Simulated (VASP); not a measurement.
CoO:

```xyz
4
Lattice="1.6022 0.9250 5.1329 -1.6022 0.9250 5.1329 0.0000 -1.8501 5.1329" Properties=species:S:1:pos:R:3 pbc="T T T"
Co    0.0000    0.0000   15.3909
Co    0.0000    0.0000    7.6916
O     0.0000    0.0000    5.7822
O     0.0000    0.0000   13.4821
```

Base run:

```yaml
Program: VASP 6.6.1
Functional: PBE
Potentials_or_basis: VASP PAW PBE potentials, release 64 (Co, O)
Cutoff: 520 eV
k_mesh: 12 × 12 × 12
Occupations: gaussian, width 0.01 eV
Spin: collinear spin, antiferromagnetic start
Starting_moments: "[-2.27, 2.27, -0.16, 0.16] μB"
```

Its results: band gap on the k mesh 0.14 eV; pressure -0.9 GPa; net moment 0.00 μB per cell; site moments Co -2.23, +2.23; O -0.14, +0.14 μB; largest force 0.139 eV/Å.

Question: The run is repeated on the same cell with these changes: k mesh from 12 × 12 × 12 to 3 × 3 × 3. What comes out?

Answer: Band gap on the k mesh 0.19 eV; pressure -1.4 GPa; net moment 0.00 μB per cell; site moments Co -2.25, +2.25; O -0.17, +0.17 μB; largest force 0.121 eV/Å.

Caveats: some runs use coarse meshes.

A k mesh can miss the band edges.
